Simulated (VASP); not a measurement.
# Os (C2/m) in VASP: a series of runs

The runs below take Os through single point, with PBE.

All numbers are computed with VASP 6.6.1; they aren't measurements. Logs are shortened: lines on timing, memory, paths and dates and some standing lists are left out, and cuts for length are marked.

### 1 The cell of the first run

The typed cell holds 1 atom: a = 2.855 Å, b = 2.855 Å, c = 2.738 Å, α = 90.00°, β = 58.55°, γ = 120.00°.

### 2 Single point, PBE

INCAR

```
SYSTEM = Os
ALGO = Normal
EDIFF = 1E-6
ENCUT = 600
GGA = PE
GGA_COMPAT = .FALSE.
ISIF = 2
ISMEAR = 0
LASPH = .TRUE.
LCHARG = .FALSE.
LREAL = .FALSE.
LWAVE = .FALSE.
NBANDS = 10
NELM = 120
PREC = Accurate
SIGMA = 0.1
```

KPOINTS

```
k-points
0
G
  12 12 16
  0 0 0
```

POSCAR

```
Os
1.0
    2.8545943322     -0.0000000858      0.0009214059
   -1.4272972405      2.4721513380      0.0000000000
    1.4279771448      0.8244429890      2.1859700903
Os
1
Direct
    0.0000000000      0.0000000000      0.0000000000
```

Potentials or basis: VASP PAW PBE potentials, release 64 (Os).

Run with:

```sh
cat potpaw_PBE.64/Os/POTCAR > POTCAR
mpirun -np 1 vasp_std > vasp.out
```

OUTCAR:

```text
SYSTEM = Os
   EDIFF = 1E-6
   ENCUT = 600
   GGA = PE
   ISIF = 2
   ISMEAR = 0
   LASPH = .TRUE.
   LREAL = .FALSE.
   NELM = 120
   PREC = Accurate

 ion  position               nearest neighbor table
   1  0.000  0.000  0.000-

  LATTYP: Found a base centered monoclinic cell.
 ALAT       =     4.6699907167
 B/A-ratio  =     0.6112634166
 C/A-ratio  =     0.5863219373
 COS(beta)  =    -0.5347594399

  Lattice vectors:

 A1 = (   1.4266171874,  -0.8244430748,  -2.1850486844)
 A2 = (  -0.0006800531,   1.6477082632,  -2.1850486844)
 A3 = (   1.4279771448,   0.8244429890,   2.1859700903)

Analysis of symmetry for initial positions (statically):
=====================================================================
 Subroutine PRICEL returns:
 Original cell was already a primitive cell.

 Routine SETGRP: Setting up the symmetry group for a
 base centered monoclinic supercell.

 Subroutine GETGRP returns: Found  4 space group operations
 (whereof  4 operations were pure point group operations)
 out of a pool of  4 trial point group operations.

The static configuration has the point symmetry C_2h.

Analysis of symmetry for dynamics (positions and initial velocities):
=====================================================================
 Subroutine PRICEL returns:
 Original cell was already a primitive cell.

 Routine SETGRP: Setting up the symmetry group for a
 base centered monoclinic supercell.

 Subroutine GETGRP returns: Found  4 space group operations
 (whereof  4 operations were pure point group operations)
 out of a pool of  4 trial point group operations.

The dynamic configuration has the point symmetry C_2h.

 Subroutine INISYM returns: Found  4 space group operations
 (whereof  4 operations are pure point group operations),
 and found     1 'primitive' translations

----------------------------------------------------------------------------------------

                                     Primitive cell

  volume of cell :      15.4220

  direct lattice vectors                    reciprocal lattice vectors
     2.854594332 -0.000000086  0.000921406     0.350410994  0.202309881 -0.305206305
    -1.427297240  2.472151338  0.000000000     0.000049269  0.404534426 -0.152603152
     1.427977145  0.824442989  2.185970090    -0.000147701 -0.000085275  0.457591448

  length of vectors
[... 83 lines left out ...]
   NSW    =      0    number of steps for IOM
   IBRION =     -1    ionic relax: 0-MD 1-quasi-New 2-CG
   NFREE  =      0    steps in history (QN), initial steepest desc. (CG)
   ISIF   =      2    stress and relaxation
   ISYM   =      2    0-nonsym 1-usesym 2-fastsym
   POTIM  = 0.5000    time-step for ionic-motion
   TEBEG  =    0.0;   TEEND  =   0.0 temperature during run
   PSTRESS=    0.0 pullay stress
   NELECT =       8.0000    total number of electrons
   NUPDOWN=      -1.0000    fix difference up-down
   EMIN   =  10.00;   EMAX   =-10.00  energy-range for DOS
   EFERMI =   0.00;   METHOD = LEGACY
   ISMEAR =     0;   SIGMA  =   0.10  broadening in eV -4-tet -1-fermi 0-gaus
   EFERMI_NEDOS =   21; number of points for ismear=-14 and -15
   IALGO  =     38    algorithm
   IMIX   =      4    mixing-type and parameters
     AMIX     =   0.40;   BMIX     =  1.00
     AMIX_MAG =   1.60;   BMIX_MAG =  1.00
  volume/ion in A,a.u.               =      15.42       104.07
  Fermi-wavevector in a.u.,A,eV,Ry     =   1.315399  2.485744 23.541829  1.730276
  Thomas-Fermi vector in A             =   2.445585
   LORBIT       =      0    0 simple, 1 ext, 2 COOP (PROOUT), +10 PAW based schemes
   GGA     = PE    functional components
   LHFCALC =     F    Hartree Fock is set to
   AEXX    =    0.0000 exact exchange contribution
   IVDW    =     0    specifies the selected vdW correction
   LEPSILON=     F    determine dielectric tensor
   LRPA    =     F    only Hartree local field effects (RPA)
 non-spin polarized calculation
 Gauss-broadening in eV      SIGMA  =   0.10
  energy-cutoff  :      600.00
  volume of cell :       15.42
 maximum number of plane-waves:       528
   NGX = 11   NGY = 11   NGZ = 11

 number of electron       8.0000000 magnetization

 Free energy of the ion-electron system (eV)
  ---------------------------------------------------
  ext. energy  EPLUGINS =         0.00000000
  ---------------------------------------------------
  free energy    TOTEN  =       -10.96537559 eV

  energy without entropy =      -10.96127734  energy(sigma->0) =      -10.96332646

 E-fermi :   7.9830     XC(G=0): -13.4928

 val. band max:        7.9727291295   @ k =   0.0000   0.0833  -0.0000
 cond. band min:       7.9961195011   @ k =   0.0833   0.2500   0.3125
 fundamental gap:      0.0233903716
 Fermi energy:         7.9829705400

 k-point     1 :       0.0000    0.0000    0.0000
  band No.  band energies     occupation
      1      -2.0175      2.00000
      2       4.9451      2.00000
      3       4.9490      2.00000
      4       6.0423      2.00000
      5       8.0293      0.51218
      6       8.0379      0.43725
      7      22.1838      0.00000
      8      26.8777      0.00000
      9      26.8809      0.00000
     10      28.9027      0.00000
[... 287 lines left out ...]
 k-point    24 :       0.2500    0.2500   -0.0000
  band No.  band energies     occupation
      1       2.1913      2.00000
      2       3.4827      2.00000
      3       5.3674      2.00000
      4       7.4312      2.00000
      5      10.1512      0.00000
      6      12.5268      0.00000
      7      16.1046      0.00000
      8      23.0544      0.00000
      9      24.7723      0.00000
     10      27.8114      0.00000

 [... further k-points ...]

------------------------ aborting loop because EDIFF is reached ----------------------------------------

  FORCE on cell =-STRESS in cart. coord.  units (eV):
  Direction    XX          YY          ZZ          XY          YZ          ZX
  --------------------------------------------------------------------------------------
  -------------------------------------------------------------------------------------
  Total       -3.2415341     -3.2194966     -0.0512058     -0.0190850     -0.0022453     -0.0038890
  in kB     -336.7593223   -334.4698713     -5.3197159     -1.9827227     -0.2332658     -0.4040274
  external PRESSURE =    -225.5163032 kB  Pullay stress =       0.0000000 kB

 VOLUME and BASIS-vectors are now :
 -----------------------------------------------------------------------------
  energy-cutoff  :      600.00
  volume of cell :       15.42
      direct lattice vectors                 reciprocal lattice vectors
     2.854594332 -0.000000086  0.000921406     0.350410994  0.202309881 -0.305206305
    -1.427297240  2.472151338  0.000000000     0.000049269  0.404534426 -0.152603152
     1.427977145  0.824442989  2.185970090    -0.000147701 -0.000085275  0.457591448

 POSITION                                       TOTAL-FORCE (eV/Angst)
 -----------------------------------------------------------------------------------
      0.00000      0.00000      0.00000        -0.000000     -0.000000      0.000000
 -----------------------------------------------------------------------------------
    total drift:                                0.000000     -0.000000     -0.000000

  FREE ENERGIE OF THE ION-ELECTRON SYSTEM (eV)
  ---------------------------------------------------
  free  energy   TOTEN  =       -10.9653755942 eV

  energy  without entropy=      -10.9612773355  energy(sigma->0) =      -10.96332646
```

OSZICAR:

```text
N       E                     dE             d eps       ncg     rms          rms(c)
DAV:   1     0.396431943978E+02    0.39643E+02   -0.44745E+03 12736   0.828E+02
DAV:   2    -0.103476272453E+02   -0.49991E+02   -0.46387E+02 12878   0.203E+02
DAV:   3    -0.117093946352E+02   -0.13618E+01   -0.13496E+01 14942   0.321E+01
DAV:   4    -0.117135149183E+02   -0.41203E-02   -0.41197E-02 13774   0.192E+00
DAV:   5    -0.117135291647E+02   -0.14246E-04   -0.14246E-04 13992   0.106E-01    0.132E+01
DAV:   6    -0.111127148035E+02    0.60081E+00   -0.78363E-01 14998   0.705E+00    0.539E+00
DAV:   7    -0.109692753709E+02    0.14344E+00   -0.43324E-01 15818   0.496E+00    0.328E-01
DAV:   8    -0.109667880571E+02    0.24873E-02   -0.18593E-03 13068   0.344E-01    0.232E-01
DAV:   9    -0.109653765436E+02    0.14115E-02   -0.79621E-04 13810   0.286E-01    0.235E-02
DAV:  10    -0.109653755942E+02    0.94942E-06   -0.84933E-06 13822   0.212E-02
   1 F= -.10965376E+02 E0= -.10963326E+02  d E =-.409826E-02
```

Wall time 80 s (1 thread of Intel Xeon 8259CL, shared host); peak memory 0.25 GiB.

What came out:

```
Free energy            : -10.9654 eV
Pressure               : -22.6 GPa
Band gap on the k mesh : zero (bands 4 and 5 overlap by 3.63 eV)
```

Stress tensor (GPa, compression positive):
```
-33.68  -0.20  -0.04
 -0.20 -33.45  -0.02
 -0.04  -0.02  -0.53
```

Caveat: the cell stands under tension; spin-orbit coupling is left out, which moves the levels of the heavy elements.

### 3 Single point, PBE

INCAR

```
PREC = Accurate ; ENCUT = 600
EDIFF = 1E-6 ; ISMEAR = 0
SIGMA = 0.1 ; LREAL = F
LASPH = T ; NELM = 120
ALGO = Normal ; ISIF = 2
LWAVE = F ; LCHARG = T
GGA = PE ; LELF = T
LVHAR = T ; ISYM = 0
NBANDS = 10 ; GGA_COMPAT = F
```

KPOINTS

```
Automatic mesh
0
Gamma
  12 12 16
```

POSCAR is that of step 2.

Potentials or basis: VASP PAW PBE potentials, release 64 (Os).

Run with:

```sh
cat potpaw_PBE.64/Os/POTCAR > POTCAR
mpirun -np 1 vasp_std > vasp.out
```

OUTCAR:

```text
PREC = Accurate
   ENCUT = 600
   EDIFF = 1E-6
   ISMEAR = 0
   LREAL = F
   LASPH = T
   NELM = 120
   ISIF = 2
   GGA = PE
   ISYM = 0

 ion  position               nearest neighbor table
   1  0.000  0.000  0.000-

IMPORTANT INFORMATION: All symmetrisations will be switched off!
NOSYMM: (Re-)initialisation of all symmetry stuff for point group C_1.

----------------------------------------------------------------------------------------

                                     Primitive cell

  volume of cell :      15.4220

  direct lattice vectors                    reciprocal lattice vectors
     2.854594332 -0.000000086  0.000921406     0.350410994  0.202309881 -0.305206305
    -1.427297240  2.472151338  0.000000000     0.000049269  0.404534426 -0.152603152
     1.427977145  0.824442989  2.185970090    -0.000147701 -0.000085275  0.457591448

  length of vectors
     2.854594481  2.854594481  2.738118004     0.506821508  0.432360759  0.457591480

  position of ions in fractional coordinates (direct lattice)
     0.000000000  0.000000000  0.000000000

  ion indices of the primitive-cell ions
   primitive index   ion index
                 1           1

----------------------------------------------------------------------------------------

 KPOINTS: Automatic mesh

Automatic generation of k-mesh.
 Grid dimensions read from file:
 generate k-points for:   12   12   16

 Generating k-lattice:

  Cartesian coordinates                     Fractional coordinates (reciprocal lattice)
     0.029200916  0.016859157 -0.025433859     0.083333333  0.000000000  0.000000000
     0.000004106  0.033711202 -0.012716929     0.000000000  0.083333333 -0.000000000
    -0.000009231 -0.000005330  0.028599465     0.000000000 -0.000000000  0.062500000

  Length of vectors
     0.042235126  0.036030063  0.028599467

  Shift w.r.t. Gamma in fractional coordinates (k-lattice)
     0.000000000  0.000000000  0.000000000
[... 74 lines left out ...]
  Thomas-Fermi vector in A             =   2.445585
   LORBIT       =      0    0 simple, 1 ext, 2 COOP (PROOUT), +10 PAW based schemes
   GGA     = PE    functional components
   LHFCALC =     F    Hartree Fock is set to
   AEXX    =    0.0000 exact exchange contribution
   IVDW    =     0    specifies the selected vdW correction
   LEPSILON=     F    determine dielectric tensor
   LRPA    =     F    only Hartree local field effects (RPA)
 non-spin polarized calculation
 Gauss-broadening in eV      SIGMA  =   0.10
  energy-cutoff  :      600.00
  volume of cell :       15.42
 maximum number of plane-waves:       528
   NGX = 11   NGY = 11   NGZ = 11

 number of electron       8.0000000 magnetization

 Free energy of the ion-electron system (eV)
  ---------------------------------------------------
  ext. energy  EPLUGINS =         0.00000000
  ---------------------------------------------------
  free energy    TOTEN  =       -10.96537561 eV

  energy without entropy =      -10.96127735  energy(sigma->0) =      -10.96332648

 E-fermi :   7.9830     XC(G=0): -13.4928

 val. band max:        7.9727282458   @ k =  -0.0833   0.0833  -0.0000
 cond. band min:       7.9961190112   @ k =   0.0833   0.2500   0.3125
 fundamental gap:      0.0233907654
 Fermi energy:         7.9829698145

 k-point     1 :       0.0000    0.0000    0.0000
  band No.  band energies     occupation
      1      -2.0175      2.00000
      2       4.9451      2.00000
      3       4.9490      2.00000
      4       6.0423      2.00000
      5       8.0293      0.51218
      6       8.0379      0.43725
      7      22.1838      0.00000
      8      26.8777      0.00000
      9      26.8809      0.00000
     10      28.9027      0.00000
[... 287 lines left out ...]
 k-point    24 :       0.1667    0.1667   -0.0000
  band No.  band energies     occupation
      1       1.2022      2.00000
      2       3.7841      2.00000
      3       5.1769      2.00000
      4       6.9074      2.00000
      5       8.2744      0.00004
      6       9.3842      0.00000
      7      21.3201      0.00000
      8      25.3612      0.00000
      9      27.0139      0.00000
     10      28.8913      0.00000

 [... further k-points ...]

------------------------ aborting loop because EDIFF is reached ----------------------------------------

  FORCE on cell =-STRESS in cart. coord.  units (eV):
  Direction    XX          YY          ZZ          XY          YZ          ZX
  --------------------------------------------------------------------------------------
  -------------------------------------------------------------------------------------
  Total       -3.2415262     -3.2194834     -0.0512072     -0.0190868     -0.0022471     -0.0038886
  in kB     -336.7585041   -334.4685043     -5.3198574     -1.9829048     -0.2334466     -0.4039867
  external PRESSURE =    -225.5156220 kB  Pullay stress =       0.0000000 kB

 VOLUME and BASIS-vectors are now :
 -----------------------------------------------------------------------------
  energy-cutoff  :      600.00
  volume of cell :       15.42
      direct lattice vectors                 reciprocal lattice vectors
     2.854594332 -0.000000086  0.000921406     0.350410994  0.202309881 -0.305206305
    -1.427297240  2.472151338  0.000000000     0.000049269  0.404534426 -0.152603152
     1.427977145  0.824442989  2.185970090    -0.000147701 -0.000085275  0.457591448

 POSITION                                       TOTAL-FORCE (eV/Angst)
 -----------------------------------------------------------------------------------
      0.00000      0.00000      0.00000         0.000000      0.000000      0.000000
 -----------------------------------------------------------------------------------
    total drift:                                0.000000      0.000000      0.000000

  FREE ENERGIE OF THE ION-ELECTRON SYSTEM (eV)
  ---------------------------------------------------
  free  energy   TOTEN  =       -10.9653756070 eV

  energy  without entropy=      -10.9612773477  energy(sigma->0) =      -10.96332648
```

stdout:

```text
POSCAR found type information on POSCAR Os
 POSCAR found :  1 types and       1 ions
 scaLAPACK will be used
 LDA part: xc-table for (Slater+PW92), standard interpolation
 POSCAR, INCAR and KPOINTS ok, starting setup
 FFT: planning ... GRIDC
 FFT: planning ... GRID_SOFT
 FFT: planning ... GRID
 WAVECAR not read
 entering main loop
```

It took 2.4 min on 1 thread of Intel Xeon 8259CL, shared host; peak memory 0.34 GiB.

What came out:

| Item | Value |
| --- | --- |
| Free energy | -10.9654 eV |
| Pressure | -22.6 GPa |
| Band gap on the k mesh | zero (bands 4 and 5 overlap by 3.63 eV) |

Caveat: the cell stands under tension; spin-orbit coupling is left out, which moves the levels of the heavy elements.
